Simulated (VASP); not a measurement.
A run of VASP 6.6.1 is set up as follows.

INCAR

```
SYSTEM = Si
PREC = Accurate
ENCUT = 600
EDIFF = 1E-7
ISMEAR = 0
SIGMA = 0.1
LREAL = Auto
LASPH = .TRUE.
NELM = 80
ALGO = Normal
ISIF = 3
LWAVE = .FALSE.
LCHARG = .FALSE.
GGA = PE
IBRION = 2
NSW = 90
EDIFFG = -0.04
```

The input KPOINTS:

```
regular mesh
0
G
  6 6 1
  0 0 0
```

POSCAR

```
Si
1.0
    3.6231943700      0.0000000000      0.0000000000
   -1.8115971800      3.1377783700      0.0000000000
    0.0000000000      0.0000000000     23.7066818500
Si
16
Direct
    0.3333333300      0.6666666700      0.2029999900
    0.6666666700      0.3333333300      0.7029999900
    0.3333333300      0.6666666700      0.5779999900
    0.6666666700      0.3333333300      0.0779999900
    0.0000000000      0.0000000000      0.9529999900
    0.0000000000      0.0000000000      0.4529999900
    0.3333333300      0.6666666700      0.8279999900
    0.6666666700      0.3333333300      0.3279999900
    0.3333333300      0.6666666700      0.9220000100
    0.6666666700      0.3333333300      0.4220000100
    0.0000000000      0.0000000000      0.0470000100
    0.0000000000      0.0000000000      0.5470000100
    0.3333333300      0.6666666700      0.2970000100
    0.6666666700      0.3333333300      0.7970000100
    0.3333333300      0.6666666700      0.6720000100
    0.6666666700      0.3333333300      0.1720000100
```

Potentials or basis: VASP PAW PBE potentials, release 64 (Si).

Command:

```sh
$ cat potpaw_PBE.64/Si/POTCAR > POTCAR
$ mpirun -np 1 vasp_std > vasp.out
```

Task: Predict the relaxed volume.

Result: 20.45 Å³/atom.

Task: What does it give for the band gap on the k mesh?

Result: 0.65 eV (least direct gap 1.30 eV).

Task: What does it give for the space group after relaxing (to 0.1 Å)?

Result: P6_3/mmc (No. 194).

Task: What does it give for the relaxed cell?

Result: a = 3.867 Å, b = 3.867 Å, c = 25.271 Å, α = 90.00°, β = 90.00°, γ = 120.00°.

Forces on the atoms (eV/Å):
```
Si   0.000  0.000 -0.013
Si   0.000  0.000 -0.013
Si   0.000  0.000 -0.012
Si   0.000  0.000 -0.012
Si   0.000  0.000  0.011
Si   0.000  0.000  0.011
Si   0.000  0.000  0.028
Si   0.000  0.000  0.028
Si   0.000  0.000  0.012
Si   0.000  0.000  0.012
Si   0.000  0.000 -0.011
Si   0.000  0.000 -0.011
Si   0.000  0.000  0.013
Si   0.000  0.000  0.013
Si   0.000  0.000 -0.028
Si   0.000  0.000 -0.028
```

Caveat: the volume moved by over 15 % at a fixed basis, so the end points are rough; an odd mesh through Γ misses points on the zone boundary, where band edges can lie.
